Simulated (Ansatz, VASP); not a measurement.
## Two plane-wave programs on HgS

```xyz
2
Lattice="0.0000 2.9957 2.9957 2.9957 0.0000 2.9957 2.9957 2.9957 0.0000" Properties=species:S:1:pos:R:3 pbc="T T T"
Hg    0.0000    0.0000    0.0000
S     4.4936    4.4936    4.4936
```

Alike in both runs: functional PBE; k mesh 12 × 12 × 12; occupations gaussian, width 0.1 eV; no spin polarisation.

Ansatz relaxed the structure, and its values are those at the end. VASP's run is a single point on that final structure, the one shown.

|  | VASP | Ansatz |
| --- | --- | --- |
| version | VASP 6.6.1 | Ansatz 0.2.0 |
| potentials or method | VASP PAW PBE potentials, release 64 (Hg, S), cutoff 500 eV | scalar-relativistic, plane waves, PAW |
| valence electrons in the cell | 18 | 26 |

|  | VASP | Ansatz | Ansatz less VASP |
| --- | --- | --- | --- |
| gap on the k mesh at the Fermi level (eV) | none | none | - |
| pressure (GPa) | 0.2 | 0.0 | -0.23 |

A gap of «none» marks a metal or a gap that the smearing closes. VASP's potentials hold 18 valence electrons a cell and Ansatz's 26, so a difference there can come from the potentials and not from the codes.

Neither program's run includes spin-orbit coupling.
